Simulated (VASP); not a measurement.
Here is a VASP 6.6.1 calculation.

Contents of INCAR:

```
  PREC = Accurate
  ENCUT = 520
  EDIFF = 1E-6
  ISMEAR = -1
  SIGMA = 0.05
  LREAL = F
  LASPH = T
  NELM = 80
  ALGO = Normal
  ISIF = 2
  LWAVE = F
  LCHARG = F
  GGA = PE
  NBANDS = 42
```

Contents of KPOINTS:

```
regular mesh
0
Gamma
  5 5 5
```

File POSCAR:

```
BaCa3O4
1.0
    5.2084331217      0.0000000000      0.0000000000
    0.0000000000      5.2084331217      0.0000000000
    0.0000000000      0.0000000000      5.2084331217
Ba Ca O
1 3 4
Direct
    0.5000000000      0.5000000000      0.5000000000
    0.5000000000      0.0000000000      0.0000000000
    0.0000000000      0.5000000000      0.0000000000
    0.0000000000      0.0000000000      0.5000000000
    0.0000000000      0.5000000000      0.5000000000
    0.5000000000      0.0000000000      0.5000000000
    0.5000000000      0.5000000000      0.0000000000
    0.0000000000      0.0000000000      0.0000000000
```

Potentials or basis: VASP PAW PBE potentials, release 64 (Ba_sv, Ca_sv, O).

The run is started by

```console
$ cat potpaw_PBE.64/Ba_sv/POTCAR potpaw_PBE.64/Ca_sv/POTCAR potpaw_PBE.64/O/POTCAR > POTCAR
$ mpirun -np 1 vasp_std > vasp.out
```

Question: Predict the band gap on the k mesh.

Answer: 2.52 eV.

Question: Estimate the pressure.

Answer: -4.7 GPa.

Caveat: the cell stands under tension; spin-orbit coupling is left out, which moves the levels of the heavy elements; an odd mesh through Γ misses points on the zone boundary, where band edges can lie.
